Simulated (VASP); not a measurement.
A run of VASP 6.6.1:

INCAR

```
PREC     = Accurate       # precision mode
ENCUT    = 600            # plane-wave cutoff, eV
EDIFF    = 1E-6           # SCF threshold, eV
ISMEAR   = -1             # smearing method
SIGMA    = 0.05           # smearing width, eV
LREAL    = False          # projectors in reciprocal space
LASPH    = True           # aspherical terms in the spheres
NELM     = 100            # most SCF steps
ALGO     = Normal         # electronic algorithm
ISIF     = 3              # what is computed and relaxed
LWAVE    = False          # write WAVECAR
LCHARG   = False          # write CHGCAR
GGA      = PS             # functional
IBRION   = 2              # ionic algorithm
NSW      = 60             # ionic steps
EDIFFG   = -0.005         # ionic threshold
PSTRESS  = 29.0
```

Contents of KPOINTS:

```
Automatic mesh
0
Gamma
  11 11 10
```

POSCAR

```
Cs
1.0
    4.1331282944      0.0000000000      0.0000000000
   -2.0665641472      3.5793941001      0.0000000000
    0.0000000000      0.0000000000      3.8851405968
Cs
1
Direct
    0.0000000000      0.0000000000      0.0000000000
```

Potentials or basis: VASP PAW PBE potentials, release 64 (Cs_sv).

Launch:

```bash
$ cat potpaw_PBE.64/Cs_sv/POTCAR > POTCAR
$ mpirun -np 1 vasp_std > vasp.out
```

Hardware: 1 thread of Intel(R) Xeon(R) 6975P-C (Granite Rapids), with other jobs on the host.

Q: Estimate the wall time of this run.

A: It took 78 s on 1 thread of Intel(R) Xeon(R) 6975P-C (Granite Rapids), with other jobs on the host, peak memory 0.23 GiB. Counts: scf iterations 54, k points 96, ion steps 9.
